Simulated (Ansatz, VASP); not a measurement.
# Two plane-wave programs on As2F

```
CELL_PARAMETERS angstrom
3.64547 0.00000 0.00000
0.00000 3.64547 0.00000
0.00000 0.00000 7.46642
ATOMIC_POSITIONS crystal
As 0.00000 0.50000 0.33000
As 0.50000 0.00000 0.67000
As 0.00000 0.00000 0.00000
As 0.50000 0.50000 0.00000
F 0.00000 0.50000 0.73500
F 0.50000 0.00000 0.26500
```

Alike in both runs: task single point; functional r2SCAN; k mesh 9 × 9 × 5; occupations fermi-dirac, width 0.0526 eV; no spin polarisation.

|  | VASP | Ansatz |
| --- | --- | --- |
| version | VASP 6.6.1 | Ansatz 0.2.0 |
| potentials or method | VASP PAW PBE potentials, release 64 (As, F), cutoff 660 eV | PAW plane waves |
| valence electrons in the cell | 34 | 74 |

|  | VASP | Ansatz | Ansatz less VASP |
| --- | --- | --- | --- |
| pressure (GPa) | 2.9 | 3.3 | +0.32 |
| traceless stress, the component that is largest in VASP (GPa) | -1.77 | -1.78 | -0.004 |
| rms of the force components (eV/Å) | 0.317 | 0.320 | +0.0024 |

VASP's potentials were made for PBE, not for r2SCAN. Atom by atom the forces differ by 0.004 eV/Å (rms over components). VASP's potentials hold 34 valence electrons a cell and Ansatz's 74, so a difference there can come from the potentials and not from the codes.
